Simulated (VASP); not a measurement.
# CuO (C2/c) in VASP: a series of runs

The runs below take CuO through single point, with PBE+U.

All numbers are computed with VASP 6.6.1; they aren't measurements. Logs are shortened: lines on timing, memory, paths and dates and some standing lists are left out, and cuts for length are marked.

### 1 The cell of the first run

The structure is monoclinic, space group C2/c (No. 15). Conventional cell: a = 4.684 Å, b = 3.423 Å, c = 5.129 Å, α = 90.00°, β = 99.54°, γ = 90.00°. Cu (site symmetry -1) has 4 O at 1.95 to 1.96 Å within 2.6 Å. Within 2.6 Å of O (site symmetry 2) lie 4 Cu at 1.95 to 1.96 Å.

### 2 Single point, PBE+U, collinear spin, ferromagnetic start

The input, INCAR:

```
ALGO = Normal
EDIFF = 1E-7
ENCUT = 520
GGA = PE
ISIF = 2
ISMEAR = 0
ISPIN = 2
LASPH = T
LCHARG = F
LDAU = T
LDAUJ = 0 0
LDAUL = 2 -1
LDAUPRINT = 1
LDAUTYPE = 2
LDAUU = 5 0
LMAXMIX = 4
LORBIT = 11
LREAL = F
LWAVE = F
MAGMOM = 1 1 0 0
NBANDS = 29
NELM = 150
PREC = Accurate
SIGMA = 0.05
```

The input, KPOINTS:

```
k-points
0
Gamma
  7 7 4
```

The input, POSCAR:

```
CuO
1.0
    2.3418496200     -1.7112997200      0.0000000000
    2.3418496200      1.7112997200      0.0000000000
   -0.8500298600      0.0000000000      5.0578691900
Cu O
2 2
Direct
    0.0000000000      0.5000000000      0.0000000000
    0.5000000000      0.0000000000      0.5000000000
    0.5816000000      0.4184000000      0.2500000000
    0.4184000000      0.5816000000      0.7500000000
```

Potentials or basis: VASP PAW PBE potentials, release 64 (Cu, O).

Started as:

```bash
$ cat potpaw_PBE.64/Cu/POTCAR potpaw_PBE.64/O/POTCAR > POTCAR
$ mpirun -np 1 vasp_std > vasp.out
```

OUTCAR:

```text
EDIFF = 1E-7
   ENCUT = 520
   GGA = PE
   ISIF = 2
   ISMEAR = 0
   ISPIN = 2
   LASPH = T
   LORBIT = 11
   LREAL = F
   NELM = 150
   PREC = Accurate

 ion  position               nearest neighbor table
   1  0.000  0.500  0.000-   3 1.95   4 1.95   4 1.96   3 1.96
   2  0.500  0.000  0.500-   4 1.95   3 1.95   4 1.96   3 1.96
   3  0.582  0.418  0.250-   2 1.95   1 1.95   2 1.96   1 1.96
   4  0.418  0.582  0.750-   1 1.95   2 1.95   2 1.96   1 1.96

  LATTYP: Found a base centered monoclinic cell.
 ALAT       =     4.6836992400
 B/A-ratio  =     0.7307470580
 C/A-ratio  =     1.0950319264
 COS(beta)  =    -0.1657365907

  Lattice vectors:

 A1 = (   2.3418496200,  -1.7112997200,   0.0000000000)
 A2 = (   2.3418496200,   1.7112997200,   0.0000000000)
 A3 = (  -0.8500298600,   0.0000000000,   5.0578691900)

Analysis of symmetry for initial positions (statically):
=====================================================================
 Subroutine PRICEL returns:
 Original cell was already a primitive cell.

 Routine SETGRP: Setting up the symmetry group for a
 base centered monoclinic supercell.

 Subroutine GETGRP returns: Found  4 space group operations
 (whereof  2 operations were pure point group operations)
 out of a pool of  4 trial point group operations.

The static configuration has the point symmetry S_2 .
 The point group associated with its full space group is C_2h.

Analysis of symmetry for dynamics (positions and initial velocities):
=====================================================================
 Subroutine PRICEL returns:
 Original cell was already a primitive cell.

 Routine SETGRP: Setting up the symmetry group for a
 base centered monoclinic supercell.

 Subroutine GETGRP returns: Found  4 space group operations
 (whereof  2 operations were pure point group operations)
 out of a pool of  4 trial point group operations.

The dynamic configuration has the point symmetry S_2 .
 The point group associated with its full space group is C_2h.

Analysis of structural, dynamic, and magnetic symmetry:
=====================================================================
 Subroutine PRICEL returns:
 Original cell was already a primitive cell.

 Routine SETGRP: Setting up the symmetry group for a
 base centered monoclinic supercell.

 Subroutine GETGRP returns: Found  4 space group operations
 (whereof  2 operations were pure point group operations)
 out of a pool of  4 trial point group operations.

The overall configuration has the point symmetry S_2 .
 The point group associated with its full space group is C_2h.

 Subroutine INISYM returns: Found  4 space group operations
 (whereof  2 operations are pure point group operations),
 and found     1 'primitive' translations

----------------------------------------------------------------------------------------

[... 147 lines left out ...]
  0.0069 -0.0004  0.9767  0.0005 -0.0011
 -0.0059 -0.0248  0.0005  1.0085 -0.0113
  0.0014  0.0083 -0.0011 -0.0113  0.9796

spin component  2

  0.9535 -0.0405  0.0097  0.0502 -0.0171
 -0.0405  0.7874  0.0036  0.2589 -0.0855
  0.0097  0.0036  0.9726 -0.0049  0.0002
  0.0502  0.2589 -0.0049  0.6016  0.1217
 -0.0171 -0.0855  0.0002  0.1217  0.9292

 occupancies and eigenvectors

  o =  0.3716  v =  0.0000  0.0000  0.0000  0.0000  0.0000 -0.1139 -0.5524  0.0117  0.7839 -0.2593      0.0000  0.0000  0.0000  0.0000  0.0000  0.0000  0.0000  0.0000  0.0000  0.0000
  o =  0.9552  v =  0.0000  0.0000  0.0000  0.0000  0.0000  0.8505  0.1603 -0.4442  0.2137 -0.0892      0.0000  0.0000  0.0000  0.0000  0.0000  0.0000  0.0000  0.0000  0.0000  0.0000
  o =  0.9631  v =  0.8617  0.1453 -0.4469  0.1845 -0.0506  0.0000  0.0000  0.0000  0.0000  0.0000      0.0000  0.0000  0.0000  0.0000  0.0000  0.0000  0.0000  0.0000  0.0000  0.0000
  o =  0.9692  v =  0.0000  0.0000  0.0000  0.0000  0.0000  0.0622  0.1507  0.1910  0.4034  0.8799      0.0000  0.0000  0.0000  0.0000  0.0000  0.0000  0.0000  0.0000  0.0000  0.0000
  o =  0.9702  v =  0.0000  0.0000  0.0000  0.0000  0.0000 -0.1430  0.7791  0.2747  0.4026 -0.3675      0.0000  0.0000  0.0000  0.0000  0.0000  0.0000  0.0000  0.0000  0.0000  0.0000
  o =  0.9748  v =  0.0459 -0.6705 -0.3353 -0.5832 -0.3095  0.0000  0.0000  0.0000  0.0000  0.0000      0.0000  0.0000  0.0000  0.0000  0.0000  0.0000  0.0000  0.0000  0.0000  0.0000
  o =  0.9757  v = -0.1213  0.4203 -0.0015 -0.0148 -0.8991  0.0000  0.0000  0.0000  0.0000  0.0000      0.0000  0.0000  0.0000  0.0000  0.0000  0.0000  0.0000  0.0000  0.0000  0.0000
  o =  0.9782  v =  0.0000  0.0000  0.0000  0.0000  0.0000 -0.4892  0.1987 -0.8310  0.1226  0.1247      0.0000  0.0000  0.0000  0.0000  0.0000  0.0000  0.0000  0.0000  0.0000  0.0000
  o =  0.9809  v = -0.4833  0.1875 -0.8293  0.1426  0.1519  0.0000  0.0000  0.0000  0.0000  0.0000      0.0000  0.0000  0.0000  0.0000  0.0000  0.0000  0.0000  0.0000  0.0000  0.0000
  o =  1.0309  v = -0.0837 -0.5635  0.0066  0.7780 -0.2649  0.0000  0.0000  0.0000  0.0000  0.0000      0.0000  0.0000  0.0000  0.0000  0.0000  0.0000  0.0000  0.0000  0.0000  0.0000

atom =   2  type =  1  l = 2

 onsite density matrix

spin component  1

  0.9680  0.0006 -0.0069  0.0059 -0.0014
  0.0006  0.9927  0.0004  0.0248 -0.0083
 -0.0069  0.0004  0.9767  0.0005 -0.0011
  0.0059  0.0248  0.0005  1.0085 -0.0113
 -0.0014 -0.0083 -0.0011 -0.0113  0.9796

spin component  2

  0.9535 -0.0405 -0.0097 -0.0502  0.0171
 -0.0405  0.7874 -0.0036 -0.2589  0.0855
 -0.0097 -0.0036  0.9726 -0.0049  0.0002
 -0.0502 -0.2589 -0.0049  0.6016  0.1217
  0.0171  0.0855  0.0002  0.1217  0.9292

 occupancies and eigenvectors

  o =  0.3716  v =  0.0000  0.0000  0.0000  0.0000  0.0000  0.1139  0.5524  0.0117  0.7839 -0.2593      0.0000  0.0000  0.0000  0.0000  0.0000  0.0000  0.0000  0.0000  0.0000  0.0000
  o =  0.9552  v =  0.0000  0.0000  0.0000  0.0000  0.0000 -0.8505 -0.1603 -0.4442  0.2137 -0.0892      0.0000  0.0000  0.0000  0.0000  0.0000  0.0000  0.0000  0.0000  0.0000  0.0000
  o =  0.9631  v =  0.8617  0.1453  0.4469 -0.1845  0.0506  0.0000  0.0000  0.0000  0.0000  0.0000      0.0000  0.0000  0.0000  0.0000  0.0000  0.0000  0.0000  0.0000  0.0000  0.0000
  o =  0.9692  v =  0.0000  0.0000  0.0000  0.0000  0.0000 -0.0622 -0.1507  0.1910  0.4034  0.8799      0.0000  0.0000  0.0000  0.0000  0.0000  0.0000  0.0000  0.0000  0.0000  0.0000
  o =  0.9702  v =  0.0000  0.0000  0.0000  0.0000  0.0000  0.1430 -0.7791  0.2747  0.4026 -0.3675      0.0000  0.0000  0.0000  0.0000  0.0000  0.0000  0.0000  0.0000  0.0000  0.0000
  o =  0.9748  v = -0.0459  0.6705 -0.3353 -0.5832 -0.3095  0.0000  0.0000  0.0000  0.0000  0.0000      0.0000  0.0000  0.0000  0.0000  0.0000  0.0000  0.0000  0.0000  0.0000  0.0000
  o =  0.9757  v =  0.1213 -0.4203 -0.0015 -0.0148 -0.8991  0.0000  0.0000  0.0000  0.0000  0.0000      0.0000  0.0000  0.0000  0.0000  0.0000  0.0000  0.0000  0.0000  0.0000  0.0000
  o =  0.9782  v =  0.0000  0.0000  0.0000  0.0000  0.0000  0.4892 -0.1987 -0.8310  0.1226  0.1247      0.0000  0.0000  0.0000  0.0000  0.0000  0.0000  0.0000  0.0000  0.0000  0.0000
  o =  0.9809  v = -0.4833  0.1875  0.8293 -0.1426 -0.1519  0.0000  0.0000  0.0000  0.0000  0.0000      0.0000  0.0000  0.0000  0.0000  0.0000  0.0000  0.0000  0.0000  0.0000  0.0000
  o =  1.0309  v =  0.0837  0.5635  0.0066  0.7780 -0.2649  0.0000  0.0000  0.0000  0.0000  0.0000      0.0000  0.0000  0.0000  0.0000  0.0000  0.0000  0.0000  0.0000  0.0000  0.0000

 number of electron      34.0000001 magnetization       1.9999422

 Free energy of the ion-electron system (eV)
  ---------------------------------------------------
  ext. energy  EPLUGINS =         0.00000000
  ---------------------------------------------------
  free energy    TOTEN  =       -16.67529030 eV

  energy without entropy =      -16.67529030  energy(sigma->0) =      -16.67529030

 E-fermi :   5.4730     XC(G=0): -11.8554

 val. band max:        5.2703669355   @ k =   0.4286   0.4286  -0.0000
 cond. band min:       5.6762413450   @ k =  -0.4286   0.4286   0.0000
 fundamental gap:      0.4058744095
 Fermi energy:         5.4729584893

 spin component 1

 k-point     1 :       0.0000    0.0000    0.0000
  band No.  band energies     occupation
      1     -14.1659      1.00000
      2     -12.7965      1.00000
      3      -2.9595      1.00000
      4      -2.1409      1.00000
      5      -1.7541      1.00000
      6      -0.0920      1.00000
[... 1529 lines left out ...]
     28      23.7852      0.00000
     29      25.6329      0.00000

 [... further k-points ...]

------------------------ aborting loop because EDIFF is reached ----------------------------------------

  FORCE on cell =-STRESS in cart. coord.  units (eV):
  Direction    XX          YY          ZZ          XY          YZ          ZX
  --------------------------------------------------------------------------------------
  -------------------------------------------------------------------------------------
  Total        0.8683060      1.1300246      1.0962550      0.0000000      0.0000000      0.1263632
  in kB       34.3163198     44.6597024     43.3250941      0.0000000      0.0000000      4.9940005
  external PRESSURE =      40.7670388 kB  Pullay stress =       0.0000000 kB

 VOLUME and BASIS-vectors are now :
 -----------------------------------------------------------------------------
  energy-cutoff  :      520.00
  volume of cell :       40.54
      direct lattice vectors                 reciprocal lattice vectors
     2.341849620 -1.711299720  0.000000000     0.213506451 -0.292175587  0.035882078
     2.341849620  1.711299720  0.000000000     0.213506451  0.292175587  0.035882078
    -0.850029860  0.000000000  5.057869190     0.000000000  0.000000000  0.197711717

 POSITION                                       TOTAL-FORCE (eV/Angst)
 -----------------------------------------------------------------------------------
      1.17092      0.85565      0.00000         0.000000     -0.000000      0.000000
      0.74591     -0.85565      2.52893         0.000000     -0.000000      0.000000
      2.12934     -0.27928      1.26447        -0.000000      0.030982      0.000000
      1.70433      0.27928      3.79340        -0.000000     -0.030982      0.000000
 -----------------------------------------------------------------------------------
    total drift:                                0.000000      0.000000     -0.000000

  FREE ENERGIE OF THE ION-ELECTRON SYSTEM (eV)
  ---------------------------------------------------
  free  energy   TOTEN  =       -16.6752903040 eV

  energy  without entropy=      -16.6752903040  energy(sigma->0) =      -16.67529030

 total charge

# of ion       s       p       d       tot
------------------------------------------
    1        0.377   0.391   9.149   9.916
    2        0.377   0.391   9.149   9.916
    3        1.556   3.446   0.000   5.002
    4        1.556   3.446   0.000   5.002
--------------------------------------------------
tot          3.866   7.674  18.297  29.836

 magnetization (x)

# of ion       s       p       d       tot
------------------------------------------
    1       -0.003   0.003   0.681   0.681
    2       -0.003   0.003   0.681   0.681
    3        0.019   0.263   0.000   0.282
    4        0.019   0.263   0.000   0.282
--------------------------------------------------
tot          0.032   0.531   1.362   1.926
```

It took 1.7 min on 1 thread of AMD EPYC 9R45 (Zen 5), shared host; peak memory 0.21 GiB.

What came out:

```
Free energy                                           : -16.6753 eV
Pressure                                              : 4.1 GPa
Largest force                                         : 0.031 eV/Å
Band gap on the k mesh                                : 0.41 eV, indirect (least direct gap 0.42 eV)
Net moment                                            : 2.00 μB per cell
Site moments                                          : Cu +0.68; O +0.28 μB
Valence electrons inside the program's atomic spheres : Cu 9.92; O 5.00
```

Forces on the atoms (eV/Å):
```
Cu   0.000  0.000  0.000
Cu   0.000  0.000  0.000
O    0.000  0.031  0.000
O    0.000 -0.031  0.000
```

Levels at points of the mesh, in eV from the valence-band top:
Spin up:
```csv
k point,band 14,band 15,band 16,band 17,band 18,band 19,band 20,band 21,band 22,band 23
"(0.00, 0.00, 0.00)",-2.57,-2.54,-2.14,-0.58,-0.07,1.78,6.53,8.37,13.84,15.58
"(0.00, 0.00, 0.50)",-3.51,-1.93,-1.93,-0.70,-0.70,4.13,4.13,11.98,11.98,14.61
```
Spin down:
```
           k point  band 13  band 14  band 15  band 16  band 17  band 18  band 19  band 20
(0.00, 0.00, 0.00)    -2.79    -2.11    -2.04    -1.57     1.54     2.07     2.42     6.64
(0.00, 0.00, 0.50)    -3.11    -3.11    -1.42    -1.42     1.82     1.82     4.43     4.43
```

Eigenvalues of the final occupation matrices:
| site | spin | trace | eigenvalues |
| --- | --- | --- | --- |
| site 1 d | 1 | 4.93 | 0.96 0.97 0.98 0.98 1.03 |
| site 1 d | 2 | 4.24 | 0.37 0.96 0.97 0.97 0.98 |
| site 2 d | 1 | 4.93 | 0.96 0.97 0.98 0.98 1.03 |
| site 2 d | 2 | 4.24 | 0.37 0.96 0.97 0.97 0.98 |

A k mesh can miss the band edges. The state reached can hang on the start; a lower one may exist.

[end of part 1 of 2]
